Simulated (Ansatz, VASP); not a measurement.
# AlP in VASP and in Ansatz

Contents of INCAR:

```
SYSTEM = AlP
PREC = Accurate
ENCUT = 500
EDIFF = 1E-6
ISMEAR = 0
SIGMA = 0.01
LREAL = .FALSE.
LASPH = .TRUE.
NELM = 120
ALGO = Normal
ISIF = 2
LWAVE = .FALSE.
LCHARG = .FALSE.
GGA = PE
NBANDS = 11
GGA_COMPAT = .FALSE.
```

KPOINTS

```
Automatic mesh
0
G
  6 6 6
  0 0 0
```

Contents of POSCAR:

```
AlP
1.0
    0.0000000000      2.7255000000      2.7255000000
    2.7255000000      0.0000000000      2.7255000000
    2.7255000000      2.7255000000      0.0000000000
Al P
1 1
Direct
    0.0000000000      0.0000000000      0.0000000000
    0.2500000000      0.2500000000      0.2500000000
```

Input for Ansatz:

```yaml
crystal:
  lattice:
    - [0.0, 2.7255, 2.7255]
    - [2.7255, 0.0, 2.7255]
    - [2.7255, 2.7255, 0.0]
  atoms:
    - { symbol: Al, position: [0.0, 0.0, 0.0] }
    - { symbol: P, position: [0.25, 0.25, 0.25] }
basis:
  ecutwfc: 510.0
kpoints:
  mp_grid:
    grid: [6, 6, 6]
hamiltonian:
  xc: pbe
scf:
  occupations:
    method: fixed
output:
  stress: true
```

Alike in both runs: task single point; functional PBE; k mesh 6 × 6 × 6; no spin polarisation.

```csv
,VASP,Ansatz
version,VASP 6.6.1,Ansatz 0.2.0
potentials or method,"VASP PAW PBE potentials, release 64 (Al, P), cutoff 500 eV","plane waves, PAW"
occupations,"gaussian, width 0.01 eV",fixed
valence electrons in the cell,8,8
```

|  | VASP | Ansatz | Ansatz less VASP |
| --- | --- | --- | --- |
| pressure (GPa) | 2.7 | 2.8 | +0.09 |
